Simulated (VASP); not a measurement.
Wanted: the native input for a VASP 6.6.1 run.

* Task: relaxation of the atoms
* Functional: r2SCAN
* Potentials or basis: VASP PAW PBE potentials, release 64 (Al, N)
* Cutoff: 520 eV
* k mesh: 8 × 8 × 5
* Occupations: gaussian, width 0.01 eV
* Spin: no spin polarisation
* Dipole correction: no
* Further INCAR settings: ALGO = Normal; EDIFF = 1e-06; IBRION = 2; EDIFFG = -0.004; NSW = 80

Crystal: AlN (wurtzite).

```
Al N
1.0
     3.09117    0.00000    0.00000
    -1.54558    2.67703    0.00000
     0.00000    0.00000    4.97834
Al N
2 2
Direct
  0.33333 0.66667 0.00017
  0.66667 0.33333 0.50017
  0.33333 0.66667 0.38183
  0.66667 0.33333 0.88183
```

These files were run (other wordings do the same):

POSCAR

```
AlN
1.0
    3.0911681109      0.0000000000      0.0000000000
   -1.5455840554      2.6770301114      0.0000000000
    0.0000000000      0.0000000000      4.9783374663
Al N
2 2
Direct
    0.3333333333      0.6666666667      0.0001702140
    0.6666666667      0.3333333333      0.5001702140
    0.3333333333      0.6666666667      0.3818297860
    0.6666666667      0.3333333333      0.8818297860
```

INCAR.step1

```
SYSTEM = AlN
ALGO     = Normal         ! electronic algorithm
EDIFF    = 1E-4           ! SCF threshold, eV
ENCUT    = 520            ! plane-wave cutoff, eV
GGA      = PE             ! functional
ISMEAR   = 0              ! smearing method
LASPH    = .TRUE.         ! aspherical terms in the spheres
LCHARG   = .FALSE.        ! write CHGCAR
LREAL    = .FALSE.        ! projectors in reciprocal space
LWAVE    = .TRUE.         ! write WAVECAR
NELM     = 80             ! most SCF steps
PREC     = Accurate       ! precision mode
SIGMA    = 0.01           ! smearing width, eV
```

INCAR.step2

```
SYSTEM = AlN
ALGO     = Normal         ! electronic algorithm
EDIFF    = 1E-6           ! SCF threshold, eV
EDIFFG   = -0.004         ! ionic threshold
ENCUT    = 520            ! plane-wave cutoff, eV
IBRION   = 2              ! ionic algorithm
ISIF     = 2              ! what is computed and relaxed
ISMEAR   = 0              ! smearing method
ISTART   = 1            
LASPH    = .TRUE.         ! aspherical terms in the spheres
LCHARG   = .FALSE.        ! write CHGCAR
LMIXTAU  = .TRUE.       
LREAL    = .FALSE.        ! projectors in reciprocal space
LWAVE    = .FALSE.        ! write WAVECAR
METAGGA  = R2SCAN         ! meta-GGA
NELM     = 80             ! most SCF steps
NSW      = 80             ! ionic steps
PREC     = Accurate       ! precision mode
SIGMA    = 0.01           ! smearing width, eV
```

KPOINTS

```
k-points
0
G
  8 8 5
  0 0 0
```

Potentials or basis: VASP PAW PBE potentials, release 64 (Al, N).

The run is started by

```console
$ cat potpaw_PBE.64/Al/POTCAR potpaw_PBE.64/N/POTCAR > POTCAR
$ cp INCAR.step1 INCAR
$ mpirun -np 1 vasp_std > vasp.out
$ cp INCAR.step2 INCAR
$ mpirun -np 1 vasp_std > vasp.out
```

It gave:

The energy gained by relaxing is 0.1 meV/atom, the ionic steps are 3 and the pressure after relaxing is 1.8 GPa. The band gap on the k mesh is 5.04 eV, direct.

Caveat: the PAW data sets were made with another functional, which shifts forces and pressure a little.

It took 45 s on 1 thread of Intel(R) Xeon(R) 6975P-C (Granite Rapids), on a shared host, peak memory 0.16 GiB.
